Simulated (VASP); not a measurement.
# Ca7VO8 (Fm-3m) in VASP: a series of runs

The runs below take Ca7VO8 through single point, with PBEsol+U.

Everything below comes from runs of VASP 6.6.1. Logs are shortened: lines on timing, memory, paths and dates and some standing lists are left out, and cuts for length are marked.

## Step 1: The cell of the first run

The structure is cubic, space group Fm-3m (No. 225). Conventional cell: a = 9.630 Å, b = 9.630 Å, c = 9.630 Å, α = 90.00°, β = 90.00°, γ = 90.00°. V (site symmetry m-3m) has 6 O at 2.36 Å within 3.1 Å. Ca (site symmetry mmm) has 6 O at 2.41 Å within 3.2 Å. Ca (site symmetry m-3m) has 6 O at 2.46 Å within 3.2 Å. O (site symmetry -43m) has 6 Ca at 2.41 Å within 3.2 Å. O (site symmetry 4mm) has 1 V at 2.36 Å and 5 Ca at 2.41 to 2.46 Å within 3.1 Å.

## Step 2: Single point, PBEsol+U, collinear spin, ferromagnetic start

INCAR reads:

```
PREC = Accurate ; ENCUT = 520
EDIFF = 1E-6 ; ISMEAR = 0
SIGMA = 0.05 ; LREAL = Auto
LASPH = True ; NELM = 150
ALGO = Normal ; ISIF = 2
LWAVE = False ; LCHARG = False
ISPIN = 2 ; MAGMOM = 3 0 0 0 0 0 0 0 0 0 0 0 0 0 0 0
LORBIT = 11 ; LMAXMIX = 4
LDAU = True ; LDAUTYPE = 2
LDAUL = 2 -1 -1 ; LDAUU = 3 0 0
LDAUJ = 0 0 0 ; LDAUPRINT = 1
GGA = PS ; NBANDS = 84
```

KPOINTS reads:

```
Automatic mesh
0
Gamma
  3 3 3
```

POSCAR reads:

```
Ca7VO8
1.0
    0.0000000000      4.8150000000      4.8150000000
    4.8150000000      0.0000000000      4.8150000000
    4.8150000000      4.8150000000      0.0000000000
V Ca O
1 7 8
Direct
    0.0000000000      0.0000000000      1.0000000000
    0.0000000000      0.0000000000      0.5000000000
    0.0000000000      0.5000000000      0.0000000000
    0.0000000000      0.5000000000      0.5000000000
    0.5000000000      0.0000000000      0.0000000000
    0.5000000000      0.0000000000      0.5000000000
    0.5000000000      0.5000000000      0.0000000000
    0.5000000000      0.5000000000      0.5000000000
    0.2500000000      0.2500000000      0.2500000000
    0.2450441814      0.2450441814      0.7549558186
    0.2450441814      0.7549558186      0.2450441814
    0.2450441814      0.7549558186      0.7549558186
    0.7549558186      0.2450441814      0.2450441814
    0.7549558186      0.2450441814      0.7549558186
    0.7549558186      0.7549558186      0.2450441814
    0.7500000000      0.7500000000      0.7500000000
```

Potentials or basis: VASP PAW PBE potentials, release 64 (V_sv, Ca_sv, O).

On the command line:

```bash
> cat potpaw_PBE.64/V_sv/POTCAR potpaw_PBE.64/Ca_sv/POTCAR potpaw_PBE.64/O/POTCAR > POTCAR
> mpirun -np 1 vasp_std > vasp.out
```

OUTCAR:

```text
PREC = Accurate
   ENCUT = 520
   EDIFF = 1E-6
   ISMEAR = 0
   LREAL = Auto
   LASPH = True
   NELM = 150
   ISIF = 2
   ISPIN = 2
   LORBIT = 11
   GGA = PS

 ion  position               nearest neighbor table
   1  0.000  0.000  0.000-  10 2.36  11 2.36  12 2.36  13 2.36  14 2.36  15 2.36
   2  0.000  0.000  0.500-   9 2.41  16 2.41  12 2.41  13 2.41  14 2.41  11 2.41
   3  0.000  0.500  0.000-   9 2.41  16 2.41  12 2.41  13 2.41  15 2.41  10 2.41
   4  0.000  0.500  0.500-   9 2.41  16 2.41  11 2.41  14 2.41  15 2.41  10 2.41
   5  0.500  0.000  0.000-   9 2.41  16 2.41  11 2.41  14 2.41  15 2.41  10 2.41
   6  0.500  0.000  0.500-   9 2.41  16 2.41  12 2.41  13 2.41  15 2.41  10 2.41
[... 8 lines left out ...]
  15  0.755  0.755  0.245-   1 2.36   3 2.41   4 2.41   5 2.41   6 2.41   8 2.46
  16  0.750  0.750  0.750-   2 2.41   3 2.41   4 2.41   5 2.41   6 2.41   7 2.41

  LATTYP: Found a face centered cubic cell.
 ALAT       =     9.6300000000

  Lattice vectors:

 A1 = (   0.0000000000,   4.8150000000,   4.8150000000)
 A2 = (   4.8150000000,   0.0000000000,   4.8150000000)
 A3 = (   4.8150000000,   4.8150000000,   0.0000000000)

Analysis of symmetry for initial positions (statically):
=====================================================================
 Subroutine PRICEL returns:
 Original cell was already a primitive cell.

 Routine SETGRP: Setting up the symmetry group for a
 face centered cubic supercell.

 Subroutine GETGRP returns: Found 48 space group operations
 (whereof 48 operations were pure point group operations)
 out of a pool of 48 trial point group operations.

The static configuration has the point symmetry O_h .

Analysis of symmetry for dynamics (positions and initial velocities):
=====================================================================
 Subroutine PRICEL returns:
 Original cell was already a primitive cell.

 Routine SETGRP: Setting up the symmetry group for a
 face centered cubic supercell.

 Subroutine GETGRP returns: Found 48 space group operations
 (whereof 48 operations were pure point group operations)
 out of a pool of 48 trial point group operations.

The dynamic configuration has the point symmetry O_h .

Analysis of structural, dynamic, and magnetic symmetry:
=====================================================================
 Subroutine PRICEL returns:
 Original cell was already a primitive cell.

 Routine SETGRP: Setting up the symmetry group for a
 face centered cubic supercell.

 Subroutine GETGRP returns: Found 48 space group operations
 (whereof 48 operations were pure point group operations)
 out of a pool of 48 trial point group operations.

The overall configuration has the point symmetry O_h .

 Subroutine INISYM returns: Found 48 space group operations
 (whereof 48 operations are pure point group operations),
 and found     1 'primitive' translations

----------------------------------------------------------------------------------------

                                     Primitive cell

  volume of cell :     223.2641

  direct lattice vectors                    reciprocal lattice vectors
     0.000000000  4.815000000  4.815000000    -0.103842160  0.103842160  0.103842160
     4.815000000  0.000000000  4.815000000     0.103842160 -0.103842160  0.103842160
     4.815000000  4.815000000  0.000000000     0.103842160  0.103842160 -0.103842160

  length of vectors
     6.809438303  6.809438303  6.809438303     0.179859897  0.179859897  0.179859897

  position of ions in fractional coordinates (direct lattice)
     0.000000000  0.000000000  0.000000000
     0.000000000  0.000000000  0.500000000
     0.000000000  0.500000000  0.000000000
[... 111 lines left out ...]
   J (eV)           for each species LDAUJ =   0.0  0.0  0.0
   GGA     = PS    functional components
   LHFCALC =     F    Hartree Fock is set to
   AEXX    =    0.0000 exact exchange contribution
   IVDW    =     0    specifies the selected vdW correction
   LEPSILON=     F    determine dielectric tensor
   LRPA    =     F    only Hartree local field effects (RPA)
 spin polarized calculation
 Gauss-broadening in eV      SIGMA  =   0.05
  energy-cutoff  :      520.00
  volume of cell :      223.26
 maximum number of plane-waves:      6046
 NGX is ok and might be reduce to    50
   NGX = 25   NGY = 25   NGZ = 25

atom =   1  type =  1  l = 2

 onsite density matrix

spin component  1

  0.8664  0.0000  0.0000  0.0000 -0.0000
  0.0000  0.8664 -0.0000 -0.0000  0.0000
  0.0000 -0.0000  0.1027  0.0000  0.0000
  0.0000 -0.0000  0.0000  0.8664  0.0000
 -0.0000  0.0000  0.0000  0.0000  0.1027

spin component  2

  0.0168  0.0000  0.0000 -0.0000  0.0000
  0.0000  0.0168 -0.0000 -0.0000  0.0000
  0.0000 -0.0000  0.0703 -0.0000 -0.0000
 -0.0000 -0.0000 -0.0000  0.0168  0.0000
  0.0000  0.0000 -0.0000  0.0000  0.0703

 occupancies and eigenvectors

  o =  0.0168  v =  0.0000  0.0000  0.0000  0.0000  0.0000  0.0000  0.0622  0.0000  0.9981  0.0000      0.0000  0.0000  0.0000  0.0000  0.0000  0.0000  0.0000  0.0000  0.0000  0.0000
  o =  0.0168  v =  0.0000  0.0000  0.0000  0.0000  0.0000  1.0000  0.0000  0.0000  0.0000  0.0000      0.0000  0.0000  0.0000  0.0000  0.0000  0.0000  0.0000  0.0000  0.0000  0.0000
  o =  0.0168  v =  0.0000  0.0000  0.0000  0.0000  0.0000  0.0000  0.9981  0.0000 -0.0622  0.0000      0.0000  0.0000  0.0000  0.0000  0.0000  0.0000  0.0000  0.0000  0.0000  0.0000
  o =  0.0703  v =  0.0000  0.0000  0.0000  0.0000  0.0000  0.0000  0.0000 -0.9995 -0.0000 -0.0312      0.0000  0.0000  0.0000  0.0000  0.0000  0.0000  0.0000  0.0000  0.0000  0.0000
  o =  0.0703  v =  0.0000  0.0000  0.0000  0.0000  0.0000  0.0000 -0.0000  0.0312  0.0000 -0.9995      0.0000  0.0000  0.0000  0.0000  0.0000  0.0000  0.0000  0.0000  0.0000  0.0000
  o =  0.1027  v =  0.0000 -0.0000  1.0000  0.0000 -0.0051  0.0000  0.0000  0.0000  0.0000  0.0000      0.0000  0.0000  0.0000  0.0000  0.0000  0.0000  0.0000  0.0000  0.0000  0.0000
  o =  0.1027  v =  0.0000 -0.0000  0.0051  0.0000  1.0000  0.0000  0.0000  0.0000  0.0000  0.0000      0.0000  0.0000  0.0000  0.0000  0.0000  0.0000  0.0000  0.0000  0.0000  0.0000
  o =  0.8664  v =  1.0000  0.0000  0.0000  0.0000  0.0000  0.0000  0.0000  0.0000  0.0000  0.0000      0.0000  0.0000  0.0000  0.0000  0.0000  0.0000  0.0000  0.0000  0.0000  0.0000
  o =  0.8664  v =  0.0000  0.8413  0.0000 -0.5405  0.0000  0.0000  0.0000  0.0000  0.0000  0.0000      0.0000  0.0000  0.0000  0.0000  0.0000  0.0000  0.0000  0.0000  0.0000  0.0000
  o =  0.8664  v =  0.0000  0.5405 -0.0000  0.8413  0.0000  0.0000  0.0000  0.0000  0.0000  0.0000      0.0000  0.0000  0.0000  0.0000  0.0000  0.0000  0.0000  0.0000  0.0000  0.0000

 number of electron     131.0000008 magnetization       2.9999786

 Free energy of the ion-electron system (eV)
  ---------------------------------------------------
  ext. energy  EPLUGINS =         0.00000000
  ---------------------------------------------------
  free energy    TOTEN  =      -109.92945545 eV

  energy without entropy =     -109.92945545  energy(sigma->0) =     -109.92945545

 E-fermi :   4.1010     XC(G=0): -10.7408

 val. band max:        3.8362062466   @ k =  -0.3333   0.3333   0.0000
 cond. band min:       5.8540230723   @ k =   0.0000   0.0000   0.0000
 fundamental gap:      2.0178168257
 Fermi energy:         4.1009968151

 spin component 1

 k-point     1 :       0.0000    0.0000    0.0000
  band No.  band energies     occupation
      1     -59.9305      1.00000
      2     -35.6054      1.00000
      3     -35.0211      1.00000
      4     -34.9532      1.00000
      5     -34.9532      1.00000
      6     -34.9532      1.00000
[... 309 lines left out ...]
     76       8.6727      0.00000
     77       8.7593      0.00000
 Fermi energy:         4.1009968151

 spin component 2

 k-point     1 :       0.0000    0.0000    0.0000
  band No.  band energies     occupation
      1     -57.3633      1.00000
      2     -35.6040      1.00000
      3     -35.0180      1.00000
      4     -34.9501      1.00000
      5     -34.9501      1.00000
      6     -34.9501      1.00000
[... 309 lines left out ...]
     76       8.8963      0.00000
     77       8.9847      0.00000
 [bands above 77 left out]

------------------------ aborting loop because EDIFF is reached ----------------------------------------

  FORCE on cell =-STRESS in cart. coord.  units (eV):
  Direction    XX          YY          ZZ          XY          YZ          ZX
  --------------------------------------------------------------------------------------
  -------------------------------------------------------------------------------------
  Total       -9.3529424     -9.3529424     -9.3529424     -0.0000000      0.0000000     -0.0000000
  in kB      -67.1181490    -67.1181490    -67.1181490     -0.0000000      0.0000000     -0.0000000
  external PRESSURE =     -67.1181490 kB  Pullay stress =       0.0000000 kB

 VOLUME and BASIS-vectors are now :
 -----------------------------------------------------------------------------
  energy-cutoff  :      520.00
  volume of cell :      223.26
      direct lattice vectors                 reciprocal lattice vectors
     0.000000000  4.815000000  4.815000000    -0.103842160  0.103842160  0.103842160
     4.815000000  0.000000000  4.815000000     0.103842160 -0.103842160  0.103842160
     4.815000000  4.815000000  0.000000000     0.103842160  0.103842160 -0.103842160

 POSITION                                       TOTAL-FORCE (eV/Angst)
 -----------------------------------------------------------------------------------
      0.00000      0.00000      0.00000         0.000000      0.000000     -0.000000
      2.40750      2.40750      0.00000        -0.000000      0.000000     -0.000000
      2.40750      0.00000      2.40750        -0.000000      0.000000     -0.000000
      4.81500      2.40750      2.40750        -0.000000      0.000000     -0.000000
      0.00000      2.40750      2.40750         0.000000      0.000000     -0.000000
      2.40750      4.81500      2.40750         0.000000      0.000000     -0.000000
[... 8 lines left out ...]
      4.81500      4.81500      7.27022         0.000000      0.000000      0.014939
      7.22250      7.22250      7.22250        -0.000000      0.000000     -0.000000
 -----------------------------------------------------------------------------------
    total drift:                                0.000000      0.000000      0.000000

  FREE ENERGIE OF THE ION-ELECTRON SYSTEM (eV)
  ---------------------------------------------------
  free  energy   TOTEN  =      -109.9294554498 eV

  energy  without entropy=     -109.9294554498  energy(sigma->0) =     -109.92945545

 total charge

# of ion       s       p       d       tot
------------------------------------------
    1        2.140   6.087   2.977  11.203
    2        2.040   5.876   0.299   8.215
    3        2.040   5.876   0.299   8.215
    4        2.040   5.876   0.299   8.215
    5        2.040   5.876   0.299   8.215
    6        2.040   5.876   0.299   8.215
[... 8 lines left out ...]
   15        1.543   3.414   0.000   4.957
   16        1.545   3.428   0.000   4.973
--------------------------------------------------
tot         28.768  74.548   5.050 108.366

 magnetization (x)

# of ion       s       p       d       tot
------------------------------------------
    1        0.020   0.015   2.602   2.637
    2        0.000  -0.000   0.004   0.004
    3        0.000  -0.000   0.004   0.004
    4        0.000  -0.000   0.004   0.004
    5        0.000  -0.000   0.004   0.004
    6        0.000  -0.000   0.004   0.004
[... 8 lines left out ...]
   15       -0.001  -0.004   0.000  -0.004
   16       -0.000   0.000   0.000   0.000
--------------------------------------------------
tot          0.016  -0.010   2.632   2.639
```

It took 13 min on 1 thread of Intel Xeon Platinum 8488C (Sapphire Rapids), shared host; peak memory 0.55 GiB.

Results:

- Free energy: -109.9295 eV
- Pressure: -6.7 GPa
- Largest force: 0.015 eV/Å
- Band gap on the k mesh: 2.02 eV (least direct gap 2.37 eV)
- Net moment: 3.00 μB per cell
- Site moments: V +2.64; Ca +0.00; O +0.00, -0.00 (each value once) μB
- Valence electrons inside the program's atomic spheres: V 11.20; Ca 8.21, 8.18 (each value once); O 4.97, 4.96 (each value once)

Forces on the atoms (eV/Å):
```
V    0.000  0.000  0.000
Ca   0.000  0.000  0.000
Ca   0.000  0.000  0.000
Ca   0.000  0.000  0.000
Ca   0.000  0.000  0.000
Ca   0.000  0.000  0.000
Ca   0.000  0.000  0.000
Ca   0.000  0.000  0.000
O    0.000  0.000  0.000
O    0.000  0.000 -0.015
O    0.000 -0.015  0.000
O    0.015  0.000  0.000
O   -0.015  0.000  0.000
O    0.000  0.015  0.000
O    0.000  0.000  0.015
O    0.000  0.000  0.000
```

Eigenvalues of the final occupation matrices:
| site | spin | trace | eigenvalues |
| --- | --- | --- | --- |
| site 1 d | 1 | 2.80 | 0.10 0.10 0.87 0.87 0.87 |
| site 1 d | 2 | 0.19 | 0.02 0.02 0.02 0.07 0.07 |

Caveat: the cell stands under tension; the PAW data sets were made with another functional, which shifts forces and pressure a little; an odd mesh through Γ misses points on the zone boundary, where band edges can lie.

## Step 3: Single point, PBEsol+U, collinear spin, ferromagnetic start

INCAR reads:

```
  PREC = Accurate
  ENCUT = 520
  EDIFF = 1E-6
  ISMEAR = 0
  SIGMA = 0.05
  LREAL = Auto
  LASPH = True
  NELM = 150
  ALGO = Normal
  ISIF = 2
  LWAVE = False
  LCHARG = True
  ISPIN = 2
  MAGMOM = 2.63 0 0 0 0 0 0 0.01 0 0 0.01 0.01 0.01 0.01 0 0
  LORBIT = 11
  LMAXMIX = 4
  LDAU = True
  LDAUTYPE = 2
  LDAUL = 2 -1 -1
  LDAUU = 3 0 0
  LDAUJ = 0 0 0
  LDAUPRINT = 1
  GGA = PS
  LELF = True
  LVHAR = True
  NBANDS = 84
```

KPOINTS reads:

```
regular mesh
0
Gamma
  3 3 3
```

POSCAR is that of step 2.

Potentials or basis: VASP PAW PBE potentials, release 64 (V_sv, Ca_sv, O).

On the command line:

```bash
> cat potpaw_PBE.64/V_sv/POTCAR potpaw_PBE.64/Ca_sv/POTCAR potpaw_PBE.64/O/POTCAR > POTCAR
> mpirun -np 1 vasp_std > vasp.out
```

Run time: 17 min. Hardware: 1 thread of Intel Xeon Platinum 8488C (Sapphire Rapids), shared host; peak memory 0.58 GiB.

It converged, with:

```
Free energy                                           : -109.9294 eV
Pressure                                              : -6.7 GPa
Largest force                                         : 0.015 eV/Å
Band gap on the k mesh                                : 2.02 eV (least direct gap 2.37 eV)
Net moment                                            : 3.00 μB per cell
Site moments                                          : V +2.64; Ca +0.00; O +0.00, -0.00 (each value once) μB
Valence electrons inside the program's atomic spheres : V 11.20; Ca 8.21, 8.18 (each value once); O 4.97, 4.96 (each value once)
```

Forces in eV/Å, atoms in the order of the input:
```
V    0.000  0.000  0.000
Ca   0.000  0.000  0.000
Ca   0.000  0.000  0.000
Ca   0.000  0.000  0.000
Ca   0.000  0.000  0.000
Ca   0.000  0.000  0.000
Ca   0.000  0.000  0.000
Ca   0.000  0.000  0.000
O    0.000  0.000  0.000
O    0.000  0.000 -0.015
O    0.000 -0.015  0.000
O    0.015  0.000  0.000
O   -0.015  0.000  0.000
O    0.000  0.015  0.000
O    0.000  0.000  0.015
O    0.000  0.000  0.000
```

Levels at points of the mesh, in eV from the valence-band top:
Spin up:
| k point | band 63 | band 64 | band 65 | band 66 | band 67 | band 68 | band 69 | band 70 | band 71 | band 72 |
| --- | --- | --- | --- | --- | --- | --- | --- | --- | --- | --- |
| (0.00, 0.00, 0.00) | -1.57 | -1.57 | -0.35 | -0.35 | -0.35 | 2.48 | 2.59 | 2.59 | 2.59 | 3.39 |
Spin down:
```csv
k point,band 61,band 62,band 63,band 64,band 65,band 66,band 67,band 68
"(0.00, 0.00, 0.00)",-1.94,-1.56,-1.56,-1.56,2.02,2.02,2.02,2.73
```

Eigenvalues of the final occupation matrices:
```
    site  spin  trace               eigenvalues
site 1 d     1   2.80  0.10 0.10 0.87 0.87 0.87
site 1 d     2   0.19  0.02 0.02 0.02 0.07 0.07
```

Caveat: the cell stands under tension; the PAW data sets were made with another functional, which shifts forces and pressure a little; an odd mesh through Γ misses points on the zone boundary, where band edges can lie.
